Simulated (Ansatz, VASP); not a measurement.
# Two plane-wave programs on AgBr

POSCAR

```
AgBr
1.0
    0.0000000000      2.8965500300      2.8965500300
    2.8965500300      0.0000000000      2.8965500300
    2.8965500300      2.8965500300      0.0000000000
Ag Br
1 1
Direct
    0.0000000000      0.0000000000      0.0000000000
    0.5000000000      0.5000000000      0.5000000000
```

The input INCAR.step1:

```
SYSTEM = AgBr
  PREC = Accurate
  ENCUT = 550
  ISMEAR = 1
  SIGMA = 0.1542
  LREAL = .False.
  LASPH = .True.
  NELM = 120
  NBANDS = 16
  GGA = PE
  ALGO = Normal
  EDIFF = 1E-5
  LWAVE = .True.
  LCHARG = .False.
  GGA_COMPAT = .False.
```

File INCAR.step2:

```
SYSTEM = AgBr
  PREC = Accurate
  ENCUT = 550
  EDIFF = 1E-6
  ISMEAR = 1
  SIGMA = 0.1542
  LREAL = .False.
  LASPH = .True.
  NELM = 120
  ALGO = Normal
  ISIF = 2
  LWAVE = .False.
  LCHARG = .True.
  METAGGA = R2SCAN
  LMIXTAU = .True.
  LELF = .True.
  LVHAR = .True.
  NBANDS = 16
  ISTART = 1
  GGA_COMPAT = .False.
```

Contents of KPOINTS:

```
regular mesh
0
Gamma
  8 8 8
  0 0 0
```

Input for Ansatz:

```yaml
crystal:
  lattice:
    - [0.0, 2.89655003, 2.89655003]
    - [2.89655003, 0.0, 2.89655003]
    - [2.89655003, 2.89655003, 0.0]
  atoms:
    - { symbol: Ag, position: [0.0, 0.0, 0.0] }
    - { symbol: Br, position: [0.5, 0.5, 0.5] }
  symmetry: { tolerance: 0.0003 }
kpoints:
  mp_grid: { grid: [8, 8, 8], shift: [0, 0, 0] }
  band_path:
    path:
      - [0.375, 0.375, 0.75]
      - [0.0, 0.0, 0.0]
      - [0.5, 0.5, 0.5]
      - [0.5, 0.25, 0.75]
      - [0.5, 0.0, 0.5]
    npoints: 13
magnetization:
  spin_polarized: false
scf:
  occupations: { method: cold, width: 0.1542 }
  lower_state_search: "off"
  max_iter: 200
hamiltonian:
  pseudopotentials: { kind: paw }
  xc: r2scan
basis:
  ecutwfc: 500
  fft_grid_basis: typed
output:
  forces: true
  stress: true
  eigenvalues: true
  bader: true
  populations: true
  elf: true
  write_potential: true
  volumetric_format: npy
  dos:
    e_range: [-12, 8]
    de: 0.05
    projected: { site_lists: { Ag: [Ag], Br: [Br] } }
checkpoint:
  read: saved_state
```

Alike in both runs: task single point; functional r2SCAN; k mesh 8 × 8 × 8; no spin polarisation.

```csv
,VASP,Ansatz
version,VASP 6.6.1,Ansatz 0.2.0
potentials or method,"VASP PAW PBE potentials, release 64 (Ag, Br), cutoff 550 eV",PAW plane waves
occupations,"methfessel-paxton of order 1, width 0.1542 eV","cold, width 0.1542 eV"
valence electrons in the cell,18,26
```

Ansatz gave:

```
gap on the k mesh at the Fermi level (eV) : 1.29
pressure (GPa)                            : -0.2
```

Q: What did VASP give for the same quantities?

A: gap on the k mesh at the Fermi level (eV): 1.25; pressure (GPa): -0.2.

VASP's potentials were made for PBE, not for r2SCAN. VASP's potentials hold 18 valence electrons a cell and Ansatz's 26, so a difference there can come from the potentials and not from the codes.
